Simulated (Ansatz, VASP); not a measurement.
# One calculation of Al, two programs

The input INCAR:

```
SYSTEM = Al
PREC = Accurate ; ENCUT = 520
EDIFF = 1E-6 ; ISMEAR = 1
SIGMA = 0.15 ; LREAL = .FALSE.
LASPH = .TRUE. ; NELM = 100
ALGO = Normal ; ISIF = 2
LWAVE = .FALSE. ; LCHARG = .FALSE.
GGA = PE ; IVDW = 12
NBANDS = 8
```

The input KPOINTS:

```
Automatic mesh
0
G
  12 12 12
  0 0 0
```

The input POSCAR:

```
Al
1.0
    0.0000000000      2.0426506549      2.0426506549
    2.0426506549      0.0000000000      2.0426506549
    2.0426506549      2.0426506549      0.0000000000
Al
1
Direct
    0.0000000000      0.0000000000      0.0000000000
```

Input for Ansatz:

```yaml
crystal:
  lattice:
    - [0.0, 2.0426506549427215, 2.0426506549427215]
    - [2.0426506549427215, 0.0, 2.0426506549427215]
    - [2.0426506549427215, 2.0426506549427215, 0.0]
  atoms:
    - { symbol: Al, position: [0.0, 0.0, 0.0] }
basis:
  ecutwfc: 489.804952427784
kpoints:
  mp_grid:
    grid: [12, 12, 12]
hamiltonian:
  xc: pbe
  dispersion: d3bj
scf:
  convergence:
    dr2_threshold: 1.0e-10
  occupations:
    method: methfessel_paxton
    width: 0.15
output:
  stress: true
```

Alike in both runs: task single point; functional PBE; dispersion D3(BJ); k mesh 12 × 12 × 12; occupations methfessel-paxton of order 1, width 0.15 eV; no spin polarisation.

```csv
,VASP,Ansatz
version,VASP 6.6.1,Ansatz 0.2.0
potentials or method,"VASP PAW PBE potentials, release 64 (Al), cutoff 520 eV","plane waves, PAW"
valence electrons in the cell,3,3
```

|  | VASP | Ansatz | Ansatz less VASP |
| --- | --- | --- | --- |
| pressure (GPa) | -5.5 | -5.4 | +0.02 |
